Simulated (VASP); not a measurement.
# Zn4SnN: relaxation of cell and atoms with PBE

Crystal: Zn4SnN.

```
Zn Sn N
1.0
     3.86484    0.00000    0.00000
     0.00000    3.86484    0.00000
     0.00000    0.00000    5.83840
Zn Sn N
4 1 1
Direct
  0.50000 0.00000 0.71639
  0.00000 0.50000 0.28361
  0.50000 0.00000 0.28361
  0.00000 0.50000 0.71639
  0.00000 0.00000 0.00000
  0.50000 0.50000 0.50000
```

The cell was built from a structure type or drawn by symmetry, and may not be a known phase.

```
Program                : VASP 6.6.1
Task                   : relaxation of cell and atoms
Functional             : PBE
Potentials or basis    : VASP PAW PBE potentials, release 64 (Zn, Sn_d, N)
Cutoff                 : 600 eV
k mesh                 : 4 × 4 × 4
Occupations            : gaussian, width 0.1 eV
Spin                   : no spin polarisation
Dipole correction      : no
Further INCAR settings : ALGO = Normal; EDIFF = 1e-07; IBRION = 2; EDIFFG = -0.04; NSW = 90; ISIF = 3
```

- Relaxed volume: 17.14 Å³/atom
- Relaxed cell: a = 3.838 Å, b = 3.838 Å, c = 6.981 Å, α = 90.00°, β = 90.00°, γ = 90.00°
- Space group after relaxing (to 0.1 Å): P4/mmm (No. 123)
- Energy gained by relaxing: 225.5 meV/atom
- Ionic steps: 11
- Pressure after relaxing: -0.2 GPa
- Largest force after relaxing: 0.005 eV/Å
- Band gap on the k mesh: zero (an odd number of electrons rules out a gap without spin polarisation)

Forces on the atoms (eV/Å):
```
Zn   0.000  0.000 -0.005
Zn   0.000  0.000  0.005
Zn   0.000  0.000  0.005
Zn   0.000  0.000 -0.005
Sn   0.000  0.000  0.000
N    0.000  0.000  0.000
```

Stress tensor (GPa, compression positive):
```
-0.13  0.00  0.00
 0.00 -0.13  0.00
 0.00  0.00 -0.37
```

The path:
```tsv
step	energy change (eV)	largest force (eV/Å)	pressure (GPa)	volume (Å³)
1	0.0000	0.8879	18.11	87.21
2	-0.9015	0.5232	-3.41	109.61
3	-0.9329	0.5612	-0.91	105.07
4	-0.9332	0.5577	-1.20	105.50
5	-1.0910	0.4414	-1.34	105.16
6	-1.3408	0.0985	-0.52	103.67
7	-1.3434	0.1591	-0.37	103.43
8	-1.3435	0.1455	-0.41	103.49
9	-1.3521	0.0637	0.15	102.43
10	-1.3526	0.0400	0.34	102.11
11	-1.3531	0.0047	-0.21	102.84
```

Final structure:
```cif
data_structure
_symmetry_space_group_name_H-M 'P 1'
_symmetry_Int_Tables_number 1
_cell_length_a 3.8381
_cell_length_b 3.8381
_cell_length_c 6.9811
_cell_angle_alpha 90.000
_cell_angle_beta 90.000
_cell_angle_gamma 90.000
_cell_volume 102.84
loop_
_atom_site_label
_atom_site_type_symbol
_atom_site_fract_x
_atom_site_fract_y
_atom_site_fract_z
_atom_site_occupancy
Zn1 Zn 0.50000 0.00000 0.69380 1
Zn2 Zn 0.00000 0.50000 0.30620 1
Zn3 Zn 0.50000 0.00000 0.30620 1
Zn4 Zn 0.00000 0.50000 0.69380 1
Sn1 Sn 0.00000 0.00000 0.00000 1
N1 N 0.50000 0.50000 0.50000 1
```

Levels at points of the mesh, in eV from the Fermi level:
```tsv
k point	band 31	band 32	band 33	band 34	band 35	band 36
(0.00, 0.00, 0.00)	-3.20	-1.71	1.34	1.34	1.43	2.86
(0.50, 0.00, 0.00)	-4.61	-2.53	-0.10	0.47	1.25	1.97
(0.50, 0.50, 0.00)	-2.85	-2.85	-2.61	-1.01	-1.01	-0.63
(0.00, 0.00, 0.50)	-3.10	-0.71	0.71	0.71	1.44	1.62
(0.50, 0.00, 0.50)	-2.52	-2.26	-2.20	-0.43	2.29	2.41
(0.50, 0.50, 0.50)	-3.75	-3.52	-3.52	0.60	0.60	1.46
```

Run time: 4.3 min on 1 thread of Intel(R) Xeon(R) 6975P-C (Granite Rapids) (shared host), peak memory 0.26 GiB.

Caveat: the k points lie up to 0.41 Å⁻¹ apart in the final cell, too coarse for converged energies and pressures of a metal; the volume moved by over 15 % at a fixed basis, so the end points are rough; spin-orbit coupling is left out, which moves the levels of the heavy elements.
